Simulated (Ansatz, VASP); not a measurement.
**Two plane-wave programs on TaN**

```
Ta N
1.0
     0.00000    2.17900    2.17900
     2.17900    0.00000    2.17900
     2.17900    2.17900    0.00000
Ta N
1 1
Direct
  0.50000 0.50000 0.50000
  0.00000 0.00000 0.00000
```

Alike in both runs: task single point; functional PBEsol; k mesh 13 × 13 × 13; occupations gaussian, width 0.3 eV; no spin polarisation.

|  | VASP | Ansatz |
| --- | --- | --- |
| version | VASP 6.6.1 | Ansatz 0.2.0 |
| potentials or method | VASP PAW PBE potentials, release 64 (Ta_sv_GW, N), cutoff 600 eV | plane waves, PAW |
| valence electrons in the cell | 18 | 18 |

Ansatz gave:

- pressure (GPa): 4.5

**Question.** Which values does VASP return?

**Answer.** Pressure (GPa): 4.6.

VASP's potentials were made for PBE, not for PBEsol.

Neither program's run includes spin-orbit coupling.
